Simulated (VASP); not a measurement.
# Ag (Cmcm) in VASP: a series of runs

Runs on Ag. Level: PBEsol. Tasks: single point.

All numbers are computed with VASP 6.6.1; they aren't measurements. Logs are shortened: lines on timing, memory, paths and dates and some standing lists are left out, and cuts for length are marked.

### Step 1. The cell of the first run

It takes space group Cmcm (No. 63, orthorhombic). The conventional cell has a = 4.683 Å, b = 3.311 Å, c = 4.683 Å, α = 90.00°, β = 90.00°, γ = 90.00°. Ag (site symmetry m2m) has 14 Ag at 2.67 to 3.33 Å within 3.5 Å.

### Step 2. Single point, PBEsol (atoms displaced along a vibrational mode)

INCAR reads:

```
SYSTEM = Ag
  ALGO = Fast
  EDIFF = 1E-6
  ENCUT = 520
  GGA = PS
  ISIF = 2
  ISMEAR = 0
  LASPH = .TRUE.
  LCHARG = .FALSE.
  LREAL = .FALSE.
  LWAVE = .FALSE.
  NBANDS = 18
  NELM = 60
  PREC = Accurate
  SIGMA = 0.15
```

KPOINTS reads:

```
k-points
0
G
  18 18 10
  0 0 0
```

POSCAR reads:

```
Ag
1.0
   -1.6556540000      1.6556540000      1.6556540000
    1.6556540000     -1.6556540000      1.6556540000
    3.3113080000      3.3113080000      0.0000000000
Ag
2
Direct
    0.0566241497      0.0566241497      0.0000000000
    0.4433758503      0.4433758503      0.5000000000
```

Potentials or basis: VASP PAW PBE potentials, release 64 (Ag).

The run is started by

```bash
$ cat potpaw_PBE.64/Ag/POTCAR > POTCAR
$ mpirun -np 1 vasp_std > vasp.out
```

OUTCAR:

```text
SYSTEM = Ag
   EDIFF = 1E-6
   ENCUT = 520
   GGA = PS
   ISIF = 2
   ISMEAR = 0
   LASPH = .TRUE.
   LREAL = .FALSE.
   NELM = 60
   PREC = Accurate

 ion  position               nearest neighbor table
   1  0.057  0.057  0.000-   2 2.67   2 2.67   2 3.10   2 3.10   2 3.33   2 3.33   2 3.33   2 3.33

   2  0.443  0.443  0.500-   1 2.67   1 2.67   1 3.10   1 3.10   1 3.33   1 3.33   1 3.33   1 3.33

  LATTYP: Found a base centered orthorhombic cell.
 ALAT       =     3.3113080000
 B/A-ratio  =     1.4142135624
 C/A-ratio  =     1.4142135624

  Lattice vectors:

 A1 = (  -1.6556540000,   1.6556540000,   1.6556540000)
 A2 = (   1.6556540000,  -1.6556540000,   1.6556540000)
 A3 = (   3.3113080000,   3.3113080000,   0.0000000000)

Analysis of symmetry for initial positions (statically):
=====================================================================
 Subroutine PRICEL returns:
 Original cell was already a primitive cell.

 Routine SETGRP: Setting up the symmetry group for a
 base centered orthorhombic supercell.

 Subroutine GETGRP returns: Found  8 space group operations
 (whereof  4 operations were pure point group operations)
 out of a pool of  8 trial point group operations.

The static configuration has the point symmetry C_2v.
 The point group associated with its full space group is D_2h.

Analysis of symmetry for dynamics (positions and initial velocities):
=====================================================================
 Subroutine PRICEL returns:
 Original cell was already a primitive cell.

 Routine SETGRP: Setting up the symmetry group for a
 base centered orthorhombic supercell.

 Subroutine GETGRP returns: Found  8 space group operations
 (whereof  4 operations were pure point group operations)
 out of a pool of  8 trial point group operations.

The dynamic configuration has the point symmetry C_2v.
 The point group associated with its full space group is D_2h.

 Subroutine INISYM returns: Found  8 space group operations
 (whereof  4 operations are pure point group operations),
 and found     1 'primitive' translations

----------------------------------------------------------------------------------------

                                     Primitive cell

  volume of cell :      36.3077

  direct lattice vectors                    reciprocal lattice vectors
    -1.655654000  1.655654000  1.655654000    -0.150997733  0.150997733  0.301995465
     1.655654000 -1.655654000  1.655654000     0.150997733 -0.150997733  0.301995465
     3.311308000  3.311308000  0.000000000     0.150997733  0.150997733  0.000000000

  length of vectors
     2.867676848  2.867676848  4.682896683     0.369867397  0.369867397  0.213543041

  position of ions in fractional coordinates (direct lattice)
     0.056624150  0.056624150  0.000000000
     0.443375850  0.443375850  0.500000000

  ion indices of the primitive-cell ions
   primitive index   ion index
                 1           1
                 2           2

----------------------------------------------------------------------------------------

 KPOINTS: k-points

Automatic generation of k-mesh.
 Grid dimensions read from file:
 generate k-points for:   18   18   10

 Generating k-lattice:

  Cartesian coordinates                     Fractional coordinates (reciprocal lattice)
    -0.008388763  0.008388763  0.016777526     0.055555556  0.000000000  0.000000000
     0.008388763 -0.008388763  0.016777526     0.000000000  0.055555556  0.000000000
     0.015099773  0.015099773  0.000000000     0.000000000  0.000000000  0.100000000

  Length of vectors
     0.020548189  0.020548189  0.021354304

  Shift w.r.t. Gamma in fractional coordinates (k-lattice)
     0.000000000  0.000000000  0.000000000

 Subroutine IBZKPT returns following result:
 ===========================================

 Found    546 irreducible k-points:

 Following reciprocal coordinates:
            Coordinates               Weight
  0.000000  0.000000  0.000000      1.000000
  0.055556  0.000000  0.000000      4.000000
  0.111111  0.000000  0.000000      4.000000
  0.166667  0.000000  0.000000      4.000000
  0.222222  0.000000  0.000000      4.000000
  0.277778  0.000000  0.000000      4.000000
[... 16 lines left out ...]
 -0.277778  0.055556  0.000000      4.000000
 -0.222222  0.055556  0.000000      4.000000
 [... further k-points ...]
   k-points           NKPTS =    546   k-points in BZ     NKDIM =    546   number of bands    NBANDS=     18
   number of dos      NEDOS =    301   number of ions     NIONS =      2
   total plane-waves  NPLWV =  20736
   dimension x,y,z NGX =    24 NGY =   24 NGZ =   36
   dimension x,y,z NGXF=    48 NGYF=   48 NGZF=   72
   ions per type =               2
   NGX,Y,Z   is equivalent  to a cutoff of  13.91, 13.91, 12.78 a.u.
   NGXF,Y,Z  is equivalent  to a cutoff of  27.83, 27.83, 25.56 a.u.
 SYSTEM =  Ag
   PREC   = accura    normal or accurate (medium, high low for compatibility)
   ISTART =      0    job   : 0-new  1-cont  2-samecut
   ICHARG =      2    charge: 1-file 2-atom 10-const
   ISPIN  =      1    spin polarized calculation?
   LNONCOLLINEAR =      F non collinear calculations
   LSORBIT =      F    spin-orbit coupling
   LASPH  =      T    aspherical Exc in radial PAW
   ENCUT  =  520.0 eV  38.22 Ry    6.18 a.u.   5.33  5.33  8.71*2*pi/ulx,y,z
   NELM   =     60;   NELMIN=  2; NELMDL= -5     # of ELM steps
   EDIFF  = 0.1E-05   stopping-criterion for ELM
   LREAL  =      F    real-space projection
   EDIFFG = 0.1E-04   stopping-criterion for IOM
   NSW    =      0    number of steps for IOM
   IBRION =     -1    ionic relax: 0-MD 1-quasi-New 2-CG
   NFREE  =      0    steps in history (QN), initial steepest desc. (CG)
   ISIF   =      2    stress and relaxation
   ISYM   =      2    0-nonsym 1-usesym 2-fastsym
   POTIM  = 0.5000    time-step for ionic-motion
   TEBEG  =    0.0;   TEEND  =   0.0 temperature during run
   PSTRESS=    0.0 pullay stress
   NELECT =      22.0000    total number of electrons
   NUPDOWN=      -1.0000    fix difference up-down
   EMIN   =  10.00;   EMAX   =-10.00  energy-range for DOS
   EFERMI =   0.00;   METHOD = LEGACY
   ISMEAR =     0;   SIGMA  =   0.15  broadening in eV -4-tet -1-fermi 0-gaus
   EFERMI_NEDOS =   21; number of points for ismear=-14 and -15
   IALGO  =     68    algorithm
   IMIX   =      4    mixing-type and parameters
     AMIX     =   0.40;   BMIX     =  1.00
     AMIX_MAG =   1.60;   BMIX_MAG =  1.00
  volume/ion in A,a.u.               =      18.15       122.51
  Fermi-wavevector in a.u.,A,eV,Ry     =   1.385318  2.617871 26.111022  1.919106
  Thomas-Fermi vector in A             =   2.509739
   LORBIT       =      0    0 simple, 1 ext, 2 COOP (PROOUT), +10 PAW based schemes
   GGA     = PS    functional components
   LHFCALC =     F    Hartree Fock is set to
   AEXX    =    0.0000 exact exchange contribution
   IVDW    =     0    specifies the selected vdW correction
   LEPSILON=     F    determine dielectric tensor
   LRPA    =     F    only Hartree local field effects (RPA)
 non-spin polarized calculation
 RMM-DIIS sequential band-by-band and
 Gauss-broadening in eV      SIGMA  =   0.15
  energy-cutoff  :      520.00
  volume of cell :       36.31
 maximum number of plane-waves:       993
 NGX is ok and might be reduce to    24
   NGX = 11   NGY = 11   NGZ = 17

 number of electron      22.0000006 magnetization

 Free energy of the ion-electron system (eV)
  ---------------------------------------------------
  ext. energy  EPLUGINS =         0.00000000
  ---------------------------------------------------
  free energy    TOTEN  =        -6.34558843 eV

  energy without entropy =       -6.33902019  energy(sigma->0) =       -6.34230431

 E-fermi :   7.4108     XC(G=0): -12.0286

 val. band max:        7.4030574573   @ k =   0.5000   0.3333   0.1000
 cond. band min:       7.4129548428   @ k =  -0.4444   0.1667   0.5000
 fundamental gap:      0.0098973855
 Fermi energy:         7.4108186070

 k-point     1 :       0.0000    0.0000    0.0000
  band No.  band energies     occupation
      1       0.0283      2.00000
      2       1.4770      2.00000
      3       2.0896      2.00000
      4       2.5194      2.00000
      5       2.6394      2.00000
      6       2.8402      2.00000
[... 10 lines left out ...]
     17      25.4809      0.00000
     18      25.6314      0.00000

 k-point     2 :       0.0556    0.0000    0.0000
  band No.  band energies     occupation
      1       0.1006      2.00000
      2       1.5179      2.00000
      3       2.1037      2.00000
      4       2.5310      2.00000
      5       2.6623      2.00000
      6       2.8344      2.00000
[... 10 lines left out ...]
     17      25.3449      0.00000
     18      25.5689      0.00000

 k-point     3 :       0.1111    0.0000    0.0000
  band No.  band energies     occupation
      1       0.3122      2.00000
      2       1.6305      2.00000
      3       2.1461      2.00000
      4       2.5263      2.00000
      5       2.7727      2.00000
      6       2.8156      2.00000
[... 10 lines left out ...]
     17      24.6051      0.00000
     18      25.7126      0.00000

 k-point     4 :       0.1667    0.0000    0.0000
  band No.  band energies     occupation
      1       0.6438      2.00000
      2       1.7785      2.00000
      3       2.2234      2.00000
      4       2.4925      2.00000
      5       2.7781      2.00000
      6       2.9936      2.00000
[... 10 lines left out ...]
     17      23.8797      0.00000
     18      25.9254      0.00000

 k-point     5 :       0.2222    0.0000    0.0000
  band No.  band energies     occupation
      1       1.0542      2.00000
      2       1.8970      2.00000
      3       2.3540      2.00000
      4       2.4598      2.00000
      5       2.7076      2.00000
      6       3.0597      2.00000
[... 10 lines left out ...]
     17      22.5600      0.00000
     18      25.2109      0.00000

 k-point     6 :       0.2778    0.0000    0.0000
  band No.  band energies     occupation
      1       1.4632      2.00000
      2       1.9470      2.00000
      3       2.3932      2.00000
      4       2.5724      2.00000
      5       2.6100      2.00000
      6       2.8452      2.00000
[... 10 lines left out ...]
     17      21.1620      0.00000
     18      24.2487      0.00000

 k-point     7 :       0.3333    0.0000    0.0000
  band No.  band energies     occupation
      1       1.7377      2.00000
      2       1.9766      2.00000
      3       2.3864      2.00000
      4       2.4013      2.00000
      5       2.7237      2.00000
      6       2.8722      2.00000
[... 10 lines left out ...]
     17      20.9815      0.00000
     18      23.4677      0.00000

 k-point     8 :       0.3889    0.0000    0.0000
  band No.  band energies     occupation
      1       1.7979      2.00000
      2       2.0302      2.00000
      3       2.2245      2.00000
      4       2.4709      2.00000
      5       2.6459      2.00000
      6       3.1108      2.00000
[... 10 lines left out ...]
     17      20.8163      0.00000
     18      22.8882      0.00000
[... 229 lines left out ...]
     17      19.7492      0.00000
     18      23.1722      0.00000

 k-point    20 :      -0.4444    0.0556    0.0000
  band No.  band energies     occupation
      1       1.8640      2.00000
      2       2.1122      2.00000
      3       2.1315      2.00000
      4       2.4743      2.00000
      5       2.5630      2.00000
      6       3.1113      2.00000
[... 10 lines left out ...]
     17      20.1920      0.00000
     18      23.1851      0.00000

 k-point    21 :      -0.3889    0.0556    0.0000
  band No.  band energies     occupation
      1       1.8880      2.00000
      2       2.1236      2.00000
      3       2.2119      2.00000
      4       2.3564      2.00000
      5       2.6030      2.00000
      6       2.9058      2.00000
[... 10 lines left out ...]
     17      20.7893      0.00000
     18      23.3054      0.00000

 k-point    22 :      -0.3333    0.0556    0.0000
  band No.  band energies     occupation
      1       1.7536      2.00000
      2       2.0690      2.00000
      3       2.3329      2.00000
      4       2.3668      2.00000
      5       2.6747      2.00000
      6       2.6808      2.00000
[... 10 lines left out ...]
     17      21.5295      0.00000
     18      23.4355      0.00000

 k-point    23 :      -0.2778    0.0556    0.0000
  band No.  band energies     occupation
      1       1.3895      2.00000
      2       2.0359      2.00000
      3       2.3728      2.00000
      4       2.4990      2.00000
      5       2.5421      2.00000
      6       2.7927      2.00000
[... 10 lines left out ...]
     17      22.3773      0.00000
     18      23.5252      0.00000

 k-point    24 :      -0.2222    0.0556    0.0000
  band No.  band energies     occupation
      1       0.9649      2.00000
      2       1.9237      2.00000
      3       2.3861      2.00000
      4       2.4337      2.00000
      5       2.6709      2.00000
      6       2.9969      2.00000
[... 10 lines left out ...]
     17      23.0563      0.00000
     18      24.2727      0.00000

 [... further k-points ...]

------------------------ aborting loop because EDIFF is reached ----------------------------------------

  FORCE on cell =-STRESS in cart. coord.  units (eV):
  Direction    XX          YY          ZZ          XY          YZ          ZX
  --------------------------------------------------------------------------------------
  -------------------------------------------------------------------------------------
  Total       -0.9841986     -0.9841986     -1.5502262      0.6825403      0.0000000      0.0000000
  in kB      -43.4304747    -43.4304747    -68.4080047     30.1189701      0.0000000      0.0000000
  external PRESSURE =     -51.7563180 kB  Pullay stress =       0.0000000 kB

 VOLUME and BASIS-vectors are now :
 -----------------------------------------------------------------------------
  energy-cutoff  :      520.00
  volume of cell :       36.31
      direct lattice vectors                 reciprocal lattice vectors
    -1.655654000  1.655654000  1.655654000    -0.150997733  0.150997733  0.301995465
     1.655654000 -1.655654000  1.655654000     0.150997733 -0.150997733  0.301995465
     3.311308000  3.311308000  0.000000000     0.150997733  0.150997733  0.000000000

 POSITION                                       TOTAL-FORCE (eV/Angst)
 -----------------------------------------------------------------------------------
      0.00000      0.00000      0.18750         0.000000      0.000000     -0.691331
      1.65565      1.65565      1.46815        -0.000000     -0.000000      0.691331
 -----------------------------------------------------------------------------------
    total drift:                                0.000000      0.000000      0.000000

  FREE ENERGIE OF THE ION-ELECTRON SYSTEM (eV)
  ---------------------------------------------------
  free  energy   TOTEN  =        -6.3455884291 eV

  energy  without entropy=       -6.3390201890  energy(sigma->0) =       -6.34230431
```

Run time: 86 s. Hardware: 1 thread of Intel Xeon 6975P-C (Granite Rapids), shared host; peak memory 0.38 GiB.

Results:

- Free energy: -6.3456 eV
- Pressure: -5.2 GPa
- Largest force: 0.691 eV/Å
- Band gap on the k mesh: zero (bands 11 and 12 overlap by 7.75 eV)

Forces in eV/Å, atoms in the order of the input:
```
Ag   0.000  0.000 -0.691
Ag   0.000  0.000  0.691
```

Stress tensor (GPa, compression positive):
```
-4.34  3.01  0.00
 3.01 -4.34  0.00
 0.00  0.00 -6.84
```

Levels at points of the mesh, in eV from the Fermi level:
| k point | band 7 | band 8 | band 9 | band 10 | band 11 | band 12 | band 13 | band 14 | band 15 | band 16 |
| --- | --- | --- | --- | --- | --- | --- | --- | --- | --- | --- |
| (0.00, 0.00, 0.00) | -3.54 | -3.53 | -3.53 | -3.35 | -2.78 | 0.03 | 3.83 | 13.48 | 14.47 | 16.82 |
| (0.50, 0.00, 0.00) | -3.71 | -3.46 | -3.18 | -3.12 | -0.20 | 0.61 | 6.61 | 7.02 | 8.31 | 9.24 |
| (0.50, 0.50, 0.00) | -3.10 | -2.77 | -2.70 | -2.58 | 0.01 | 3.75 | 6.66 | 6.69 | 7.22 | 10.85 |
| (0.00, 0.00, 0.50) | -3.70 | -3.70 | -3.39 | -3.39 | -3.26 | -3.26 | 11.51 | 11.51 | 14.89 | 14.89 |
| (0.50, 0.00, 0.50) | -3.36 | -3.36 | -2.60 | -2.60 | 0.16 | 0.16 | 3.62 | 3.62 | 13.24 | 13.24 |
| (0.50, 0.50, 0.50) | -3.22 | -3.22 | -2.67 | -2.67 | 3.23 | 3.23 | 4.42 | 4.42 | 9.08 | 9.08 |

Caveat: the cell differs from its parent crystal (atoms displaced along a vibrational mode); the cell stands under tension; the PAW data sets were made with another functional, which shifts forces and pressure a little.

### Step 3. Single point, PBEsol (atoms displaced along a vibrational mode)

INCAR reads:

```
  PREC = Accurate
  ENCUT = 520
  EDIFF = 1E-6
  ISMEAR = 0
  SIGMA = 0.15
  LREAL = False
  LASPH = True
  NELM = 80
  ALGO = Fast
  ISIF = 2
  LWAVE = False
  LCHARG = False
  GGA = PS
  NBANDS = 18
```

KPOINTS reads:

```
Automatic mesh
0
Gamma
  18 18 10
```

POSCAR reads:

```
Ag
1.0
   -1.6556540000      1.6556540000      1.6556540000
    1.6556540000     -1.6556540000      1.6556540000
    3.3113080000      3.3113080000      0.0000000000
Ag
2
Direct
    0.0339744898      0.0339744898      0.0000000000
    0.4660255102      0.4660255102      0.5000000000
```

Potentials or basis: VASP PAW PBE potentials, release 64 (Ag).

The run is started by

```bash
$ cat potpaw_PBE.64/Ag/POTCAR > POTCAR
$ mpirun -np 1 vasp_std > vasp.out
```

Run time: 85 s. Hardware: 1 thread of Intel Xeon 6975P-C (Granite Rapids), shared host; peak memory 0.38 GiB.

Results (log left out):

```
Free energy            : -6.4285 eV
Pressure               : -6.6 GPa
Largest force          : 0.414 eV/Å
Band gap on the k mesh : zero (bands 11 and 12 overlap by 7.89 eV)
```

Forces on the atoms (eV/Å):
```
Ag   0.000  0.000 -0.414
Ag   0.000  0.000  0.414
```

Stress tensor (GPa, compression positive):
```
-6.35  0.95  0.00
 0.95 -6.35  0.00
 0.00  0.00 -7.15
```

Levels at points of the mesh, in eV from the Fermi level:
| k point | band 7 | band 8 | band 9 | band 10 | band 11 | band 12 | band 13 | band 14 | band 15 | band 16 |
| --- | --- | --- | --- | --- | --- | --- | --- | --- | --- | --- |
| (0.00, 0.00, 0.00) | -3.52 | -3.49 | -3.42 | -3.42 | -2.63 | 0.02 | 3.79 | 13.21 | 14.09 | 17.33 |
| (0.50, 0.00, 0.00) | -3.65 | -3.53 | -3.23 | -3.16 | -0.04 | 0.45 | 6.91 | 7.44 | 7.95 | 8.79 |
| (0.50, 0.50, 0.00) | -2.89 | -2.77 | -2.74 | -2.56 | 0.01 | 3.76 | 6.66 | 6.67 | 6.86 | 11.48 |
| (0.00, 0.00, 0.50) | -3.69 | -3.69 | -3.47 | -3.47 | -3.40 | -3.40 | 11.51 | 11.51 | 15.14 | 15.14 |
| (0.50, 0.00, 0.50) | -3.37 | -3.37 | -2.57 | -2.57 | 0.06 | 0.06 | 3.72 | 3.72 | 13.13 | 13.13 |
| (0.50, 0.50, 0.50) | -3.48 | -3.48 | -2.66 | -2.66 | 3.23 | 3.23 | 4.41 | 4.41 | 9.43 | 9.43 |

Caveat: the cell differs from its parent crystal (atoms displaced along a vibrational mode); the cell stands under tension; the PAW data sets were made with another functional, which shifts forces and pressure a little.
